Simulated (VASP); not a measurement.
Runs of VASP 6.6.1 on SnSbS2. The structure is that of space group R-3m (No. 166), or close to it. The cells are those of the table. 

| task | cell | k mesh | cutoff (eV) | gap on the mesh (eV) | pressure (GPa) | largest force (eV/Å) |
| --- | --- | --- | --- | --- | --- | --- |
| relaxation of cell and atoms | relaxed from a = 7.819 Å, angles 29.8°, 4 atoms | 6 × 6 × 6 | 600 | none | 0.1 | 0.03 |
| single point | a = 7.819 Å, angles 29.8°, 4 atoms | 6 × 6 × 6 | 520 | none | (a) | 0.80 |
| single point | a = 7.922 Å, angles 27.8°, 4 atoms | 12 × 12 × 12 | 520 | none | -0.1 | 0.02 |
| single point | a = 7.965 Å, angles 27.6°, 4 atoms | 6 × 6 × 6 | 520 | none | -0.3 | 0.02 |

Alike in all rows: level PBE; potentials or basis VASP PAW PBE potentials, release 64 (Sn_d, Sb, S); no spin polarisation; smearing gaussian 0.1 eV.

Q: Fill in the values left out.

A: (a) -1.0.

Caveats: spin-orbit coupling is left out, which moves the levels of the heavy elements.

A k mesh can miss the band edges, and the runs leave out spin-orbit coupling on Sb, Sn.

A gap of «none» marks levels without a gap at the run's occupations.
